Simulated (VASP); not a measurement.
BaTiO3, 5 atoms in the cell. Symmetry: Amm2, No. 38, orthorhombic system. Conventional cell: a = 3.930 Å, b = 5.597 Å, c = 5.615 Å, α = 90.00°, β = 90.00°, γ = 90.00°. Ba (site symmetry mm2) has 12 O at 2.76 to 2.85 Å and 8 Ti at 3.39 to 3.46 Å within 3.6 Å. Within 2.6 Å of Ti (site symmetry mm2) lie 6 O at 1.93 to 2.04 Å. Within 2.6 Å of O (site symmetry mm2) lie 2 Ti at 1.97 Å. Within 2.6 Å of O (site symmetry m) lie 2 Ti at 1.93 to 2.04 Å. 

| Item | Value |
| --- | --- |
| Program | VASP 6.6.1 |
| Task | single point |
| Functional | PBE |
| Potentials or basis | VASP PAW PBE potentials, release 64 (Ba_sv, Ti_sv, O) |
| Cutoff | 520 eV |
| k mesh | 8 × 8 × 8 |
| Occupations | fermi-dirac, width 0.05 eV |
| Spin | no spin polarisation |
| Dipole correction | no |
| Further INCAR settings | ALGO = Normal; EDIFF = 1e-06; NBANDS = 28 |

Potentials or basis: VASP PAW PBE potentials, release 64 (Ba_sv, Ti_sv, O).

Launch:

```bash
$ cat potpaw_PBE.64/Ba_sv/POTCAR potpaw_PBE.64/Ti_sv/POTCAR potpaw_PBE.64/O/POTCAR > POTCAR
$ mpirun -np 1 vasp_std > vasp.out
```

Hardware: 1 thread of Intel Xeon 8259CL (shared host).

Estimate the wall time of this run.

Wall time 4.8 min on 1 thread of Intel Xeon 8259CL (shared host), peak memory 0.31 GiB. Counts: scf iterations 17, k points 105.
